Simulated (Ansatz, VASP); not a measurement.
## Two plane-wave programs on Li2MgH2N2

```
Li Mg H N
1.0
     5.13678    0.00000    0.00000
     0.00000    9.76794    0.00000
     0.00000    0.00000    5.23601
Li Mg H N
8 4 8 8
Direct
  0.00000 0.25425 0.25000
  0.50000 0.24575 0.75000
  0.00000 0.74575 0.75000
  0.50000 0.75425 0.25000
  0.50000 0.51188 0.25000
  0.00000 0.98812 0.75000
  0.50000 0.48812 0.75000
  0.00000 0.01188 0.25000
  0.50000 0.23867 0.25000
  0.00000 0.26133 0.75000
  0.50000 0.76133 0.75000
  0.00000 0.73867 0.25000
  0.83316 0.44308 0.44989
  0.66684 0.05692 0.94989
  0.83316 0.55692 0.94989
  0.66684 0.94308 0.44989
  0.33316 0.94308 0.05011
  0.16684 0.55692 0.55011
  0.33316 0.05692 0.55011
  0.16684 0.44308 0.05011
  0.72811 0.35735 0.50275
  0.77189 0.14265 0.00275
  0.72811 0.64265 0.00275
  0.77189 0.85735 0.50275
  0.22811 0.85735 0.99725
  0.27189 0.64265 0.49725
  0.22811 0.14265 0.49725
  0.27189 0.35735 0.99725
```

Alike in both runs: task electric field gradients; functional r2SCAN; k mesh 6 × 3 × 5; occupations fermi-dirac, width 0.02 eV; no spin polarisation.

|  | VASP | Ansatz |
| --- | --- | --- |
| version | VASP 6.6.1 | Ansatz 0.2.0 |
| potentials or method | VASP PAW PBE potentials, release 64 (Li_sv, Mg, H, N) | plane-wave PAW, scalar-relativistic |
| plane-wave cutoff (eV) | 520 | 500 |
| valence electrons in the cell | 80 | 112 |

```tsv
	VASP	Ansatz	Ansatz less VASP
gap on the k mesh at the Fermi level (eV)	2.87	2.84	-0.034
rms of the force components (eV/Å)	0.078	0.117	+0.0389
size of Vzz on the site where it differs most (V/Å²)	10.0	12.5	+2.50
```

VASP's potentials were made for PBE, not for r2SCAN. Atom by atom the forces differ by 0.044 eV/Å (rms over components). The functional is the same, so the differences come from potentials, cutoffs and numerics. VASP's potentials hold 80 valence electrons a cell and Ansatz's 112, so a difference there can come from the potentials and not from the codes.

Noted on VASP's run: the cutoff is under 1.25 times that of the potentials, so the pressure is a little rough.
